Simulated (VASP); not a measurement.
Runs of VASP 6.6.1 on TiCo3. It takes space group Pm-3m (No. 221, cubic). Conventional cell: a = 3.614 Å, b = 3.614 Å, c = 3.614 Å, α = 90.00°, β = 90.00°, γ = 90.00°. Within 3.4 Å of Ti (site symmetry m-3m) lie 12 Co at 2.56 Å. Co (site symmetry 4/mmm) has 4 Ti at 2.56 Å and 8 Co at 2.56 Å within 3.4 Å. 

```tsv
spin	smearing	gap on the mesh (eV)	pressure (GPa)	moment (μB)
off	gaussian 0.1 eV	none	-15.4	-
collinear, ferrimagnetic start	methfessel-paxton 0.02 eV	none	-13.8	0.97
collinear, ferrimagnetic start	fermi-dirac 0.01 eV	none	-15.5	0.01
collinear, ferrimagnetic start	gaussian 0.3 eV	none	(a)	2.41
collinear, ferrimagnetic start	gaussian 0.05 eV	none	-15.5	0.00
collinear, ferrimagnetic start	methfessel-paxton 0.2 eV	none	-15.5	0.00
collinear, ferrimagnetic start	fermi-dirac 0.02 eV	none	-15.4	0.00
collinear, ferrimagnetic start	fermi-dirac 0.8 eV	none	(b)	0.00
```

Alike in all rows: task single point; level PBEsol; potentials or basis VASP PAW PBE potentials, release 64 (Ti_sv, Co); cell as given; k mesh 12 × 12 × 12; cutoff (eV) 520.

Fill in the values left out.

(a) -11.2; (b) 6.9.

Caveats: the PAW data sets were made with another functional, which shifts forces and pressure a little; the cell stands under tension (at least some runs); so wide a smearing shifts energies and pressures (at least some runs); the cell stands under pressure (at least some runs).

A gap of «none» marks levels without a gap at the run's occupations.
